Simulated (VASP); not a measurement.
# Nb (I4/mmm) in VASP: notebook

Runs on Nb. Level: LDA. Tasks: single point.

Everything below comes from runs of VASP 6.6.1. Logs are shortened: lines on timing, memory, paths and dates and some standing lists are left out, and cuts for length are marked.

**1. The cell of the first run**

It takes space group I4/mmm (No. 139, tetragonal). The conventional cell has a = 2.931 Å, b = 2.931 Å, c = 4.230 Å, α = 90.00°, β = 90.00°, γ = 90.00°. Within 3.9 Å of Nb (site symmetry 4/mmm) lie 12 Nb at 2.93 to 2.96 Å.

**2. Single point, LDA (equal xx and yy strain of -2 %)**

Input file INCAR:

```
SYSTEM = Nb
PREC = Accurate
ENCUT = 520
EDIFF = 1E-7
ISMEAR = -1
SIGMA = 0.03
LREAL = .False.
LASPH = .True.
NELM = 60
ALGO = Normal
ISIF = 2
LWAVE = .False.
LCHARG = .True.
LELF = .True.
LVHAR = .True.
NBANDS = 12
```

Input file KPOINTS:

```
regular mesh
0
Gamma
  13 13 13
  0 0 0
```

Input file POSCAR:

```
Nb
1.0
    0.0000000000      2.0727000000      2.1150000000
    2.0727000000      0.0000000000      2.1150000000
    2.0727000000      2.0727000000      0.0000000000
Nb
1
Direct
    0.0000000000      0.0000000000      0.0000000000
```

Potentials or basis: VASP PAW LDA potentials, release 64 (Nb_sv).

Launch:

```
> cat potpaw_LDA.64/Nb_sv/POTCAR > POTCAR
> mpirun -np 1 vasp_std > vasp.out
```

OUTCAR:

```text
SYSTEM = Nb
   PREC = Accurate
   ENCUT = 520
   EDIFF = 1E-7
   ISMEAR = -1
   LREAL = .False.
   LASPH = .True.
   NELM = 60
   ISIF = 2

 ion  position               nearest neighbor table
   1  0.000  0.000  0.000-

  LATTYP: Found a body centered tetragonal cell.
 ALAT       =     2.9312404507
 C/A-ratio  =     1.4430750636

  Lattice vectors:

 A1 = (  -2.0727000000,   0.0000000000,   2.1150000000)
 A2 = (   2.0727000000,   0.0000000000,   2.1150000000)
 A3 = (   0.0000000000,   2.0727000000,  -2.1150000000)

Analysis of symmetry for initial positions (statically):
=====================================================================
 Subroutine PRICEL returns:
 Original cell was already a primitive cell.

 Routine SETGRP: Setting up the symmetry group for a
 body centered tetragonal supercell.

 Subroutine GETGRP returns: Found 16 space group operations
 (whereof 16 operations were pure point group operations)
 out of a pool of 16 trial point group operations.

The static configuration has the point symmetry D_4h.

Analysis of symmetry for dynamics (positions and initial velocities):
=====================================================================
 Subroutine PRICEL returns:
 Original cell was already a primitive cell.

 Routine SETGRP: Setting up the symmetry group for a
 body centered tetragonal supercell.

 Subroutine GETGRP returns: Found 16 space group operations
 (whereof 16 operations were pure point group operations)
 out of a pool of 16 trial point group operations.

The dynamic configuration has the point symmetry D_4h.

 Subroutine INISYM returns: Found 16 space group operations
 (whereof 16 operations are pure point group operations),
 and found     1 'primitive' translations

----------------------------------------------------------------------------------------

                                     Primitive cell

  volume of cell :      18.1724

  direct lattice vectors                    reciprocal lattice vectors
     0.000000000  2.072700000  2.115000000    -0.241231244  0.241231244  0.236406619
     2.072700000  0.000000000  2.115000000     0.241231244 -0.241231244  0.236406619
     2.072700000  2.072700000  0.000000000     0.241231244  0.241231244 -0.236406619

  length of vectors
     2.961302127  2.961302127  2.931240451     0.415057967  0.415057967  0.415057967

  position of ions in fractional coordinates (direct lattice)
     0.000000000  0.000000000  0.000000000

  ion indices of the primitive-cell ions
   primitive index   ion index
                 1           1

----------------------------------------------------------------------------------------

 KPOINTS: regular mesh

Automatic generation of k-mesh.
 Grid dimensions read from file:
 generate k-points for:   13   13   13

 Generating k-lattice:

  Cartesian coordinates                     Fractional coordinates (reciprocal lattice)
    -0.018556250  0.018556250  0.018185125     0.076923077  0.000000000  0.000000000
     0.018556250 -0.018556250  0.018185125     0.000000000  0.076923077  0.000000000
     0.018556250  0.018556250 -0.018185125    -0.000000000 -0.000000000  0.076923077

  Length of vectors
     0.031927536  0.031927536  0.031927536

  Shift w.r.t. Gamma in fractional coordinates (k-lattice)
     0.000000000  0.000000000  0.000000000

 Subroutine IBZKPT returns following result:
 ===========================================

 Found    196 irreducible k-points:

 Following reciprocal coordinates:
            Coordinates               Weight
  0.000000  0.000000  0.000000      1.000000
  0.076923 -0.000000  0.000000      8.000000
  0.153846  0.000000  0.000000      8.000000
  0.230769 -0.000000  0.000000      8.000000
  0.307692  0.000000  0.000000      8.000000
  0.384615 -0.000000  0.000000      8.000000
[... 16 lines left out ...]
  0.384615  0.153846  0.000000      8.000000
  0.461538  0.153846  0.000000      8.000000
 [... further k-points ...]
   k-points           NKPTS =    196   k-points in BZ     NKDIM =    196   number of bands    NBANDS=     12
   number of dos      NEDOS =    301   number of ions     NIONS =      1
   total plane-waves  NPLWV =  13824
   dimension x,y,z NGX =    24 NGY =   24 NGZ =   24
   dimension x,y,z NGXF=    48 NGYF=   48 NGZF=   48
   ions per type =               1
   NGX,Y,Z   is equivalent  to a cutoff of  13.47, 13.47, 13.61 a.u.
   NGXF,Y,Z  is equivalent  to a cutoff of  26.95, 26.95, 27.22 a.u.
 SYSTEM =  Nb
   PREC   = accura    normal or accurate (medium, high low for compatibility)
   ISTART =      0    job   : 0-new  1-cont  2-samecut
   ICHARG =      2    charge: 1-file 2-atom 10-const
   ISPIN  =      1    spin polarized calculation?
   LNONCOLLINEAR =      F non collinear calculations
   LSORBIT =      F    spin-orbit coupling
   LASPH  =      T    aspherical Exc in radial PAW
   ENCUT  =  520.0 eV  38.22 Ry    6.18 a.u.   5.51  5.51  5.45*2*pi/ulx,y,z
   NELM   =     60;   NELMIN=  2; NELMDL= -5     # of ELM steps
   EDIFF  = 0.1E-06   stopping-criterion for ELM
   LREAL  =      F    real-space projection
   EDIFFG = 0.1E-05   stopping-criterion for IOM
   NSW    =      0    number of steps for IOM
   IBRION =     -1    ionic relax: 0-MD 1-quasi-New 2-CG
   NFREE  =      0    steps in history (QN), initial steepest desc. (CG)
   ISIF   =      2    stress and relaxation
   ISYM   =      2    0-nonsym 1-usesym 2-fastsym
   POTIM  = 0.5000    time-step for ionic-motion
   TEBEG  =    0.0;   TEEND  =   0.0 temperature during run
   PSTRESS=    0.0 pullay stress
   NELECT =      13.0000    total number of electrons
   NUPDOWN=      -1.0000    fix difference up-down
   EMIN   =  10.00;   EMAX   =-10.00  energy-range for DOS
   EFERMI =   0.00;   METHOD = LEGACY
   ISMEAR =    -1;   SIGMA  =   0.03  broadening in eV -4-tet -1-fermi 0-gaus
   EFERMI_NEDOS =   21; number of points for ismear=-14 and -15
   IALGO  =     38    algorithm
   IMIX   =      4    mixing-type and parameters
     AMIX     =   0.40;   BMIX     =  1.00
     AMIX_MAG =   1.60;   BMIX_MAG =  1.00
  volume/ion in A,a.u.               =      18.17       122.63
  Fermi-wavevector in a.u.,A,eV,Ry     =   1.464148  2.766838 29.167193  2.143728
  Thomas-Fermi vector in A             =   2.580158
   LORBIT       =      0    0 simple, 1 ext, 2 COOP (PROOUT), +10 PAW based schemes
   GGA     = CA    functional components
   LHFCALC =     F    Hartree Fock is set to
   AEXX    =    0.0000 exact exchange contribution
   IVDW    =     0    specifies the selected vdW correction
   LEPSILON=     F    determine dielectric tensor
   LRPA    =     F    only Hartree local field effects (RPA)
 non-spin polarized calculation
  energy-cutoff  :      520.00
  volume of cell :       18.17
 maximum number of plane-waves:       531
 NGX is ok and might be reduce to    24
   NGX = 11   NGY = 11   NGZ = 11

 number of electron      13.0000001 magnetization

 Free energy of the ion-electron system (eV)
  ---------------------------------------------------
  ext. energy  EPLUGINS =         0.00000000
  ---------------------------------------------------
  free energy    TOTEN  =       -10.88852705 eV

  energy without entropy =      -10.88391818  energy(sigma->0) =      -10.88622261

 E-fermi :  11.1999     XC(G=0): -12.6723

 val. band max:       11.1893274172   @ k =   0.4615   0.1538   0.0000
 cond. band min:      11.2087963236   @ k =  -0.4615  -0.0000   0.0769
 fundamental gap:      0.0194689064
 Fermi energy:        11.1998658893

 k-point     1 :       0.0000    0.0000    0.0000
  band No.  band energies     occupation
      1     -43.2290      2.00000
      2     -18.7086      2.00000
      3     -18.7058      2.00000
      4     -18.7058      2.00000
      5       4.9493      2.00000
      6      11.1234      1.85508
      7      11.3687      0.00717
      8      11.3687      0.00717
      9      13.8068      0.00000
     10      14.1388      0.00000
     11      23.1405      0.00000
     12      27.5839      0.00000

 k-point     2 :       0.0769   -0.0000    0.0000
  band No.  band energies     occupation
      1     -43.2163      2.00000
      2     -18.7889      2.00000
      3     -18.7188      2.00000
      4     -18.7148      2.00000
      5       5.1779      2.00000
      6      11.0680      1.97564
      7      11.3529      0.01211
      8      11.4739      0.00022
      9      13.7238      0.00000
     10      14.0361      0.00000
     11      23.5984      0.00000
     12      27.0787      0.00000

 k-point     3 :       0.1538    0.0000    0.0000
  band No.  band energies     occupation
      1     -43.1810      2.00000
      2     -19.0126      2.00000
      3     -18.7495      2.00000
      4     -18.7396      2.00000
      5       5.8017      2.00000
      6      10.7270      2.00000
      7      11.5286      0.00003
      8      11.7086      0.00000
      9      13.6197      0.00000
     10      13.8628      0.00000
     11      24.5899      0.00000
     12      25.8465      0.00000
[... 286 lines left out ...]
 k-point    23 :       0.3846    0.1538    0.0000
  band No.  band energies     occupation
      1     -43.0365      2.00000
      2     -19.6895      2.00000
      3     -18.9760      2.00000
      4     -18.9208      2.00000
      5       7.8362      2.00000
      6       9.9707      2.00000
      7      10.7913      2.00000
      8      12.3168      0.00000
      9      15.1727      0.00000
     10      15.7053      0.00000
     11      23.7320      0.00000
     12      26.0927      0.00000

 k-point    24 :       0.4615    0.1538    0.0000
  band No.  band energies     occupation
      1     -43.0003      2.00000
      2     -19.8675      2.00000
      3     -19.0451      2.00000
      4     -18.9287      2.00000
      5       7.9295      2.00000
      6      10.1021      2.00000
      7      11.1893      1.17386
      8      12.0615      0.00000
      9      16.0910      0.00000
     10      16.5951      0.00000
     11      22.3369      0.00000
     12      24.8688      0.00000

 [... further k-points ...]
[... 5 lines left out ...]
  --------------------------------------------------------------------------------------
  -------------------------------------------------------------------------------------
  Total       -0.7110981     -0.7110981     -0.0069144      0.0000000      0.0000000     -0.0000000
  in kB      -62.6941269    -62.6941269     -0.6096086      0.0000000      0.0000000     -0.0000000
  external PRESSURE =     -41.9992875 kB  Pullay stress =       0.0000000 kB

 VOLUME and BASIS-vectors are now :
 -----------------------------------------------------------------------------
  energy-cutoff  :      520.00
  volume of cell :       18.17
      direct lattice vectors                 reciprocal lattice vectors
     0.000000000  2.072700000  2.115000000    -0.241231244  0.241231244  0.236406619
     2.072700000  0.000000000  2.115000000     0.241231244 -0.241231244  0.236406619
     2.072700000  2.072700000  0.000000000     0.241231244  0.241231244 -0.236406619

 POSITION                                       TOTAL-FORCE (eV/Angst)
 -----------------------------------------------------------------------------------
      0.00000      0.00000      0.00000        -0.000000      0.000000      0.000000
 -----------------------------------------------------------------------------------
    total drift:                                0.000000      0.000000     -0.000000

  FREE ENERGIE OF THE ION-ELECTRON SYSTEM (eV)
  ---------------------------------------------------
  free  energy   TOTEN  =       -10.8885270513 eV

  energy  without entropy=      -10.8839181775  energy(sigma->0) =      -10.88622261
```

It took 40 s on 1 thread of Intel Xeon 8259CL, shared host; peak memory 0.16 GiB.

What came out:

* Free energy: -10.8885 eV
* Pressure: -4.2 GPa
* Band gap on the k mesh: zero (an odd number of electrons rules out a gap without spin polarisation)

Stress tensor (GPa, compression positive):
```
-6.27  0.00  0.00
 0.00 -6.27  0.00
 0.00  0.00 -0.06
```

Caveat: the cell differs from its parent crystal (equal xx and yy strain of -2 %); the cell stands under tension.

**3. Single point, LDA (equal xx and yy strain of -1 %)**

Input file INCAR:

```
PREC     = Accurate       # precision mode
ENCUT    = 520            # plane-wave cutoff, eV
EDIFF    = 1E-6           # SCF threshold, eV
ISMEAR   = -1             # smearing method
SIGMA    = 0.03           # smearing width, eV
LREAL    = F              # projectors in reciprocal space
LASPH    = T              # aspherical terms in the spheres
NELM     = 100            # most SCF steps
ALGO     = Normal         # electronic algorithm
ISIF     = 2              # what is computed and relaxed
LWAVE    = F              # write WAVECAR
LCHARG   = F              # write CHGCAR
NBANDS   = 12             # bands
```

Input file KPOINTS:

```
regular mesh
0
Gamma
  13 13 13
```

Input file POSCAR:

```
Nb
1.0
    0.0000000000      2.0938500000      2.1150000000
    2.0938500000      0.0000000000      2.1150000000
    2.0938500000      2.0938500000      0.0000000000
Nb
1
Direct
    0.0000000000      0.0000000000      0.0000000000
```

Potentials or basis: VASP PAW LDA potentials, release 64 (Nb_sv).

Launch:

```
> cat potpaw_LDA.64/Nb_sv/POTCAR > POTCAR
> mpirun -np 1 vasp_std > vasp.out
```

OUTCAR:

```text
PREC = Accurate
   ENCUT = 520
   EDIFF = 1E-6
   ISMEAR = -1
   LREAL = F
   LASPH = T
   NELM = 100
   ISIF = 2

 ion  position               nearest neighbor table
   1  0.000  0.000  0.000-

  LATTYP: Found a body centered tetragonal cell.
 ALAT       =     2.9611510676
 C/A-ratio  =     1.4284985479

  Lattice vectors:

 A1 = (  -2.0938500000,   0.0000000000,   2.1150000000)
 A2 = (   2.0938500000,   0.0000000000,   2.1150000000)
 A3 = (   0.0000000000,   2.0938500000,  -2.1150000000)

Analysis of symmetry for initial positions (statically):
=====================================================================
 Subroutine PRICEL returns:
 Original cell was already a primitive cell.

 Routine SETGRP: Setting up the symmetry group for a
 body centered tetragonal supercell.

 Subroutine GETGRP returns: Found 16 space group operations
 (whereof 16 operations were pure point group operations)
 out of a pool of 16 trial point group operations.

The static configuration has the point symmetry D_4h.

Analysis of symmetry for dynamics (positions and initial velocities):
=====================================================================
 Subroutine PRICEL returns:
[... 159 lines left out ...]
 fundamental gap:      0.0050584384
 Fermi energy:        10.9109285448

 k-point     1 :       0.0000    0.0000    0.0000
  band No.  band energies     occupation
      1     -43.5384      2.00000
      2     -19.0579      2.00000
      3     -19.0571      2.00000
      4     -19.0571      2.00000
      5       4.7078      2.00000
      6      10.9310      0.67795
      7      11.0500      0.01919
      8      11.0500      0.01919
      9      13.5447      0.00000
     10      13.7035      0.00000
     11      22.8283      0.00000
     12      27.3878      0.00000
[... 331 lines left out ...]
 k-point    24 :       0.4615    0.1538    0.0000
  band No.  band energies     occupation
      1     -43.3266      2.00000
      2     -20.1498      2.00000
      3     -19.3679      2.00000
      4     -19.2759      2.00000
      5       7.6990      2.00000
      6       9.8746      2.00000
      7      10.9047      1.10265
      8      11.7081      0.00000
      9      15.7047      0.00000
     10      16.1725      0.00000
     11      21.8094      0.00000
     12      24.5201      0.00000

 [... further k-points ...]
[... 5 lines left out ...]
  --------------------------------------------------------------------------------------
  -------------------------------------------------------------------------------------
  Total       -0.9760963     -0.9760963     -0.6215205      0.0000000      0.0000000     -0.0000000
  in kB      -84.3279919    -84.3279919    -53.6950821      0.0000000      0.0000000     -0.0000000
  external PRESSURE =     -74.1170219 kB  Pullay stress =       0.0000000 kB

 VOLUME and BASIS-vectors are now :
 -----------------------------------------------------------------------------
  energy-cutoff  :      520.00
  volume of cell :       18.55
      direct lattice vectors                 reciprocal lattice vectors
     0.000000000  2.093850000  2.115000000    -0.238794565  0.238794565  0.236406619
     2.093850000  0.000000000  2.115000000     0.238794565 -0.238794565  0.236406619
     2.093850000  2.093850000  0.000000000     0.238794565  0.238794565 -0.236406619

 POSITION                                       TOTAL-FORCE (eV/Angst)
 -----------------------------------------------------------------------------------
      0.00000      0.00000      0.00000         0.000000     -0.000000     -0.000000
 -----------------------------------------------------------------------------------
    total drift:                               -0.000000      0.000000     -0.000000

  FREE ENERGIE OF THE ION-ELECTRON SYSTEM (eV)
  ---------------------------------------------------
  free  energy   TOTEN  =       -10.8716292298 eV

  energy  without entropy=      -10.8666516573  energy(sigma->0) =      -10.86914044
```

Run time: 47 s. Hardware: 1 thread of Intel Xeon 8259CL, shared host; peak memory 0.16 GiB.

Results:

```
Free energy            : -10.8716 eV
Pressure               : -7.4 GPa
Band gap on the k mesh : zero (an odd number of electrons rules out a gap without spin polarisation)
```

Stress tensor (GPa, compression positive):
```
-8.43  0.00  0.00
 0.00 -8.43  0.00
 0.00  0.00 -5.37
```

Levels at points of the mesh, in eV from the Fermi level:
| k point | band 3 | band 4 | band 5 | band 6 | band 7 | band 8 | band 9 | band 10 |
| --- | --- | --- | --- | --- | --- | --- | --- | --- |
| (0.00, 0.00, 0.00) | -29.97 | -29.97 | -6.20 | 0.02 | 0.14 | 0.14 | 2.63 | 2.79 |

Caveat: the cell differs from its parent crystal (equal xx and yy strain of -1 %); the cell stands under tension.
